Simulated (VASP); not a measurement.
Set up this calculation in VASP 6.6.1, as the native input.

```yaml
Task: single point
Functional: PBE
Potentials_or_basis: VASP PAW PBE potentials, release 64 (W_sv, S)
Cutoff: 520 eV
k_mesh: 8 × 8 × 2
Occupations: fermi-dirac, width 0.05 eV
Spin: no spin polarisation
Dipole_correction: no
Further_INCAR_settings: ALGO = Normal; EDIFF = 1e-06; NBANDS = 35
```

The structure of WS2 (Tungstenite) lies in POSCAR:

```
WS2
1.0
    3.1800000000      0.0000000000      0.0000000000
   -1.5900000000      2.7539607840      0.0000000000
    0.0000000000      0.0000000000     12.0000000000
W S
2 4
Direct
    0.6666666667      0.3333333333      0.7500000000
    0.3333333333      0.6666666667      0.2500000000
    0.6666666667      0.3333333333      0.3750000000
    0.3333333333      0.6666666667      0.8750000000
    0.6666666667      0.3333333333      0.1250000000
    0.3333333333      0.6666666667      0.6250000000
```

These files were run (other wordings do the same):

INCAR

```
PREC = Accurate ; ENCUT = 520
EDIFF = 1E-6 ; ISMEAR = -1
SIGMA = 0.05 ; LREAL = False
LASPH = True ; NELM = 60
ALGO = Normal ; ISIF = 2
LWAVE = False ; LCHARG = False
GGA = PE ; NBANDS = 35
```

KPOINTS

```
Automatic mesh
0
Gamma
  8 8 2
```

Potentials or basis: VASP PAW PBE potentials, release 64 (W_sv, S).

Launch:

```sh
$ cat potpaw_PBE.64/W_sv/POTCAR potpaw_PBE.64/S/POTCAR > POTCAR
$ mpirun -np 1 vasp_std > vasp.out
```

Results of the run:

```
Pressure               : 10.0 GPa
Largest force          : 1.432 eV/Å
Band gap on the k mesh : 0.92 eV, indirect (least direct gap 1.94 eV)
```

Caveat: spin-orbit coupling is left out, which moves the levels of the heavy elements; this functional lacks dispersion, which binds the layers, so the pressure and a relaxed spacing across them are unreliable; forces of over 1 eV/Å act on the atoms, so gaps and moduli don't describe the material at rest.

Run time: 2.5 min on 1 thread of AMD EPYC 7R13, on a shared host, peak memory 0.21 GiB.
